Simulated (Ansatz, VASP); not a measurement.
## One calculation of ZnS, two programs

INCAR

```
SYSTEM = ZnS
PREC = Accurate
ENCUT = 520
EDIFF = 1E-7
ISMEAR = 0
SIGMA = 0.05
LREAL = .False.
LASPH = .True.
NELM = 100
ALGO = Normal
ISIF = 2
LWAVE = .False.
LCHARG = .False.
GGA = PE
NBANDS = 26
```

Contents of KPOINTS:

```
regular mesh
0
Gamma
  9 9 4
  0 0 0
```

POSCAR

```
ZnS
1.0
    3.9350570224      0.0000000000      0.0000000000
   -1.9675285112      3.4078593468      0.0000000000
    0.0000000000      0.0000000000      6.0202437386
Zn S
2 2
Direct
    0.3333333333      0.6666666667      0.0052003725
    0.6666666667      0.3333333333      0.5052003725
    0.3333333333      0.6666666667      0.4194587200
    0.6666666667      0.3333333333      0.9194587200
```

Input for Ansatz:

```yaml
crystal:
  lattice:
    - [3.9350570224, 0.0, 0.0]
    - [-1.9675285112, 3.4078593468, 0.0]
    - [0.0, 0.0, 6.0202437386]
  atoms:
    - { symbol: Zn, position: [0.3333333333, 0.6666666667, 0.0052003725] }
    - { symbol: Zn, position: [0.6666666667, 0.3333333333, 0.5052003725] }
    - { symbol: S, position: [0.3333333333, 0.6666666667, 0.41945872] }
    - { symbol: S, position: [0.6666666667, 0.3333333333, 0.91945872] }
basis:
  ecutwfc: 520.0
kpoints:
  mp_grid: { grid: [9, 9, 4] }
hamiltonian:
  xc: pbe
scf:
  occupations: { method: gaussian, width: 0.05 }
output:
  forces: true
  stress: true
  eigenvalues: true
```

Alike in both runs: task single point; functional PBE; k mesh 9 × 9 × 4; occupations gaussian, width 0.05 eV; no spin polarisation.

|  | VASP | Ansatz |
| --- | --- | --- |
| version | VASP 6.6.1 | Ansatz 0.2.0 |
| potentials or method | VASP PAW PBE potentials, release 64 (Zn, S), cutoff 520 eV | scalar-relativistic, plane waves, PAW |
| valence electrons in the cell | 36 | 36 |

|  | VASP | Ansatz | Ansatz less VASP |
| --- | --- | --- | --- |
| gap on the k mesh at the Fermi level (eV) | 1.92 | 1.92 | -0.001 |
| least direct gap on the mesh (eV) | 1.92 | 1.92 | -0.001 |
| pressure (GPa) | 0.2 | 0.0 | -0.16 |
| traceless stress, the component that is largest in VASP (GPa) | 0.91 | 0.95 | +0.048 |
| rms of the force components (eV/Å) | 0.330 | 0.329 | -0.0014 |

Atom by atom the forces differ by 0.001 eV/Å (rms over components). The functional is the same, so the differences come from potentials, cutoffs and numerics.
